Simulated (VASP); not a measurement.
A run of VASP 6.6.1 is set up as follows.

File INCAR:

```
  ALGO = Normal
  EDIFF = 1E-6
  EDIFFG = -0.04
  ENCUT = 600
  GGA = PE
  IBRION = 2
  ISIF = 3
  ISMEAR = 0
  LASPH = True
  LCHARG = False
  LREAL = False
  LWAVE = False
  NELM = 80
  NSW = 90
  PREC = Accurate
  SIGMA = 0.1
```

File KPOINTS:

```
k-points
0
Gamma
  4 4 4
```

File POSCAR:

```
Si
1.0
    6.1831679600      0.0000000000      0.0000000000
    0.0000000000      6.1831679600      0.0000000000
    0.0000000000      0.0000000000      4.9766435100
Si
8
Direct
    0.5000000000      0.0000000000      0.7874207200
    0.0000000000      0.5000000000      0.7874207200
    0.2422528100      0.0000000000      0.5000000000
    0.7577471900      0.0000000000      0.5000000000
    0.0000000000      0.2422528100      0.5000000000
    0.0000000000      0.7577471900      0.5000000000
    0.5000000000      0.0000000000      0.2125792800
    0.0000000000      0.5000000000      0.2125792800
```

Potentials or basis: VASP PAW PBE potentials, release 64 (Si).

Run with:

```bash
$ cat potpaw_PBE.64/Si/POTCAR > POTCAR
$ mpirun -np 1 vasp_std > vasp.out
```

(1) Estimate the relaxed cell.

(2) What does it give for the space group after relaxing (to 0.1 Å)?

(3) Predict the relaxed volume.

Answers

(1) a = 6.889 Å, b = 6.889 Å, c = 5.294 Å, α = 90.00°, β = 90.00°, γ = 90.00°.

(2) P4/mmm (No. 123).

(3) 31.40 Å³/atom.

Caveat: the volume moved by over 15 % at a fixed basis, so the end points are rough.
